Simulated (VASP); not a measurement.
Set up this calculation in VASP 6.6.1, as the native input.

| Item | Value |
| --- | --- |
| Task | single point |
| Functional | LDA |
| Potentials or basis | VASP PAW LDA potentials, release 64 (Ti_sv, Ta_pv) |
| Cutoff | 520 eV |
| k mesh | 6 × 6 × 6 |
| Occupations | fermi-dirac, width 0.1 eV |
| Spin | no spin polarisation |
| Dipole correction | no |
| Further INCAR settings | ALGO = Normal; EDIFF = 1e-06; NBANDS = 32 |

The structure of TaTi3 lies in POSCAR:

```
TaTi3
1.0
    0.0000000000      3.2223803179      3.2223803179
    3.2223803179      0.0000000000      3.2223803179
    3.2223803179      3.2223803179      0.0000000000
Ti Ta
3 1
Direct
    0.2500000000      0.2500000000      0.2500000000
    0.7500000000      0.7500000000      0.7500000000
    0.5000000000      0.5000000000      0.5000000000
    0.0000000000      0.0000000000      0.0000000000
```

These files were run (other wordings do the same):

INCAR

```
PREC = Accurate
ENCUT = 520
EDIFF = 1E-6
ISMEAR = -1
SIGMA = 0.1
LREAL = F
LASPH = T
NELM = 80
ALGO = Normal
ISIF = 2
LWAVE = F
LCHARG = T
LELF = T
LVHAR = T
NBANDS = 32
```

KPOINTS

```
regular mesh
0
Gamma
  6 6 6
```

Potentials or basis: VASP PAW LDA potentials, release 64 (Ti_sv, Ta_pv).

Command:

```bash
$ cat potpaw_LDA.64/Ti_sv/POTCAR potpaw_LDA.64/Ta_pv/POTCAR > POTCAR
$ mpirun -np 1 vasp_std > vasp.out
```

It gave:

```yaml
Pressure: -4.6 GPa
```

Wall time 23 s on 1 thread of Intel(R) Xeon(R) 6975P-C (Granite Rapids), on a shared host, peak memory 0.18 GiB.
